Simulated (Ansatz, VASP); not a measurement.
## Two plane-wave programs on GaS3

```
Ga S
1.0
    -2.93887    2.93887    2.93887
     2.93887   -2.93887    2.93887
     2.93887    2.93887   -2.93887
Ga S
1 3
Direct
  0.00000 0.00000 0.00000
  0.00000 0.50000 0.50000
  0.50000 0.00000 0.50000
  0.50000 0.50000 0.00000
```

Alike in both runs: task relaxation of cell and atoms; functional PBE; k mesh 4 × 4 × 4; occupations gaussian, width 0.1 eV; no spin polarisation.

|  | VASP | Ansatz |
| --- | --- | --- |
| version | VASP 6.6.1 | Ansatz 0.2.0 |
| potentials or method | VASP PAW PBE potentials, release 64 (Ga_d, S), cutoff 600 eV | scalar-relativistic, plane waves, PAW |
| valence electrons in the cell | 31 | 31 |

```tsv
	VASP	Ansatz	Ansatz less VASP
gap on the k mesh at the Fermi level, each at its own relaxed structure (eV)	none	none	-
relaxed volume (Å³/atom)	17.88	17.83	-0.049
relaxed cell length with the largest relative difference (Å)	4.529	4.525	-0.0041
```

A gap of «none» marks a metal or a gap that the smearing closes.

The k mesh is coarse, so the values compare programs but aren't converged. Noted on VASP's run: the volume moved by over 15 % at a fixed basis, so the end points are rough.
